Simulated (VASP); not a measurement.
BAs, 2 atoms in the cell. Symmetry: I-4m2, No. 119, tetragonal system. Conventional cell: a = 3.243 Å, b = 3.243 Å, c = 5.159 Å, α = 90.00°, β = 90.00°, γ = 90.00°. B (site symmetry -4m2) has 4 As at 2.07 Å within 2.7 Å. Within 2.7 Å of As (site symmetry -4m2) lie 4 B at 2.07 Å.  This cell differs from its parent crystal: strain -0.040 along x and y, +0.080 along z.

| Quantity | Value |
| --- | --- |
| Program | VASP 6.6.1 |
| Task | single point |
| Functional | PBE |
| Potentials or basis | VASP PAW PBE potentials, release 64 (B, As) |
| Cutoff | 520 eV |
| k mesh | 10 × 10 × 10 |
| Occupations | gaussian, width 0.05 eV |
| Spin | no spin polarisation |
| Dipole correction | no |
| Further INCAR settings | ALGO = Normal; EDIFF = 1e-07; NBANDS = 11 |

Potentials or basis: VASP PAW PBE potentials, release 64 (B, As).

Run with:

```sh
$ cat potpaw_PBE.64/B/POTCAR potpaw_PBE.64/As/POTCAR > POTCAR
$ mpirun -np 1 vasp_std > vasp.out
```

Hardware: 1 thread of Intel Xeon 8259CL, with other jobs on the host.

Question: Estimate the wall time of this run.

Answer: It took 45 s on 1 thread of Intel Xeon 8259CL, with other jobs on the host, peak memory 0.17 GiB. Counts: scf iterations 13, k points 102.
